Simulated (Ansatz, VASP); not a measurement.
**Two plane-wave programs on ScCrC4N4**

File INCAR:

```
ALGO = Normal ; EDIFF = 1E-6
ENCUT = 520 ; GGA = PE
ISIF = 2 ; ISMEAR = 0
ISPIN = 2 ; LASPH = T
LCHARG = F ; LMAXMIX = 4
LORBIT = 11 ; LREAL = F
LWAVE = F ; MAGMOM = 0 3 0 0 0 0 0 0 0 0
NBANDS = 44 ; NELM = 150
PREC = Accurate ; SIGMA = 0.1
```

Contents of KPOINTS:

```
k-points
0
Gamma
  4 4 4
```

File POSCAR:

```
ScCrC4N4
1.0
    6.0367744100      0.0000000000      0.0000000000
    0.0000000000      6.0367744100      0.0000000000
    0.0000000000      0.0000000000      6.0367744100
Sc Cr C N
1 1 4 4
Direct
    0.5000000000      0.5000000000      0.5000000000
    0.0000000000      0.0000000000      0.0000000000
    0.1853481300      0.1853481300      0.1853481300
    0.1853481300      0.8146518700      0.8146518700
    0.8146518700      0.1853481300      0.8146518700
    0.8146518700      0.8146518700      0.1853481300
    0.2972456000      0.2972456000      0.2972456000
    0.2972456000      0.7027544000      0.7027544000
    0.7027544000      0.2972456000      0.7027544000
    0.7027544000      0.7027544000      0.2972456000
```

Input for Ansatz:

```yaml
crystal:
  lattice:
    - [6.03677441, 0.0, 0.0]
    - [0.0, 6.03677441, 0.0]
    - [0.0, 0.0, 6.03677441]
  atoms:
    - { symbol: Sc, position: [0.5, 0.5, 0.5] }
    - { symbol: Cr, position: [0.0, 0.0, 0.0], spin: 3.0 }
    - { symbol: C, position: [0.18534813, 0.18534813, 0.18534813] }
    - { symbol: C, position: [0.18534813, 0.81465187, 0.81465187] }
    - { symbol: C, position: [0.81465187, 0.18534813, 0.81465187] }
    - { symbol: C, position: [0.81465187, 0.81465187, 0.18534813] }
    - { symbol: "N", position: [0.2972456, 0.2972456, 0.2972456] }
    - { symbol: "N", position: [0.2972456, 0.7027544, 0.7027544] }
    - { symbol: "N", position: [0.7027544, 0.2972456, 0.7027544] }
    - { symbol: "N", position: [0.7027544, 0.7027544, 0.2972456] }
basis:
  ecutwfc: 420
kpoints:
  mp_grid: { grid: [4, 4, 4] }
hamiltonian:
  xc: pbe
scf:
  occupations: { method: gaussian, width: 0.1 }
  lower_state_search: "off"
output:
  forces: true
  stress: true
  eigenvalues: true
  populations: true
magnetization:
  spin_polarized: true
```

Alike in both runs: task single point; functional PBE; k mesh 4 × 4 × 4; occupations gaussian, width 0.1 eV; collinear spin.

|  | VASP | Ansatz |
| --- | --- | --- |
| version | VASP 6.6.1 | Ansatz 0.2.0 |
| potentials or method | VASP PAW PBE potentials, release 64 (Sc_sv, Cr_pv, C, N), cutoff 520 eV | scalar-relativistic, plane waves, PAW |
| valence electrons in the cell | 59 | 61 |

```tsv
	VASP	Ansatz	Ansatz less VASP
pressure (GPa)	1.0	2.9	+1.95
rms of the force components (eV/Å)	1.337	0.739	-0.5983
net moment per atom (μB)	0.10	0.50	+0.403
size of the moment on the site where the two differ most (μB)	0.46	2.47	+2.007
```

The net moments are unlike, so the other rows may belong to different states. Site moments also hang on the region over which each program counts them. Atom by atom the forces differ by 0.809 eV/Å (rms over components). VASP's potentials hold 59 valence electrons a cell and Ansatz's 61, so a difference there can come from the potentials and not from the codes.

Noted on VASP's run: the standard files for N, O and F lose accuracy on very short bonds.
